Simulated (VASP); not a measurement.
Here is a VASP 6.6.1 calculation.

Contents of INCAR:

```
SYSTEM = SiC
PREC     = Accurate       ! precision mode
ENCUT    = 600            ! plane-wave cutoff, eV
EDIFF    = 1E-6           ! SCF threshold, eV
ISMEAR   = 0              ! smearing method
SIGMA    = 0.01           ! smearing width, eV
LREAL    = .FALSE.        ! projectors in reciprocal space
LASPH    = .TRUE.         ! aspherical terms in the spheres
NELM     = 120            ! most SCF steps
ALGO     = Normal         ! electronic algorithm
ISIF     = 2              ! what is computed and relaxed
LWAVE    = .FALSE.        ! write WAVECAR
LCHARG   = .TRUE.         ! write CHGCAR
LELF     = .TRUE.         ! ELF
LVHAR    = .TRUE.       
NBANDS   = 11             ! bands
GGA_COMPAT= .FALSE.
```

The input KPOINTS:

```
Automatic mesh
0
G
  4 4 4
  0 0 0
```

The input POSCAR:

```
SiC
1.0
    0.0000000000      2.1780523476      2.1780523476
    2.1780523476      0.0000000000      2.1780523476
    2.1780523476      2.1780523476      0.0000000000
Si C
1 1
Direct
    0.0000000000      0.0000000000      0.0000000000
    0.2500000000      0.2500000000      0.2500000000
```

Potentials or basis: VASP PAW LDA potentials, release 64 (Si, C).

The run is started by

```bash
$ cat potpaw_LDA.64/Si/POTCAR potpaw_LDA.64/C/POTCAR > POTCAR
$ mpirun -np 1 vasp_std > vasp.out
```

**Question.** What does it give for the pressure?

**Answer.** -3.5 GPa.

**Question.** What does it give for the band gap on the k mesh?

**Answer.** 1.25 eV (least direct gap 4.46 eV).

Caveat: the k points lie up to 0.62 Å⁻¹ apart. A k mesh can miss the band edges.
